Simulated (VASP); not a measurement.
## NiSb: single point with PBEsol

Crystal: NiSb.

```
Ni Sb
1.0
     4.04242    0.00000    0.00000
    -2.02121    3.50083    0.00000
     0.00000    0.00000    5.23394
Ni Sb
2 2
Direct
  0.00000 0.00000 0.00000
  0.00000 0.00000 0.50000
  0.33333 0.66667 0.25000
  0.66667 0.33333 0.75000
```

```yaml
Program: VASP 6.6.1
Task: single point
Functional: PBEsol
Potentials_or_basis: VASP PAW PBE potentials, release 64 (Ni, Sb)
Cutoff: 520 eV
k_mesh: 12 × 12 × 8
Occupations: gaussian, width 0.1 eV
Spin: no spin polarisation
```

- Pressure: -9.7 GPa
- Band gap on the k mesh: zero (bands 15 and 16 overlap by 3.00 eV)

Stress tensor (GPa, compression positive):
```
-9.79  0.00  0.00
 0.00 -9.79  0.00
 0.00  0.00 -9.65
```

Levels at points of the mesh, in eV from the Fermi level:
```
           k point  band 12  band 13  band 14  band 15  band 16  band 17  band 18  band 19
(0.00, 0.00, 0.00)    -1.13     0.03     0.54     0.54     2.28     2.28     2.99     3.70
(0.50, 0.00, 0.00)    -1.62    -1.39    -1.18    -1.12    -0.45     1.10     3.38     3.66
(0.00, 0.00, 0.50)    -1.81     0.07     0.07     1.91     1.91     1.91     1.91     4.91
(0.50, 0.00, 0.50)    -1.65    -1.56    -1.56     0.24     0.24     1.48     1.48     4.97
```

Run time: 3.5 min on 1 thread of Intel Xeon 8259CL (shared host), peak memory 0.29 GiB.

Caveat: the cell stands under tension; the PAW data sets were made with another functional, which shifts forces and pressure a little; spin-orbit coupling is left out, which moves the levels of the heavy elements. Spin polarisation is off, so any magnetic state and its effect on volume and gap are missing.
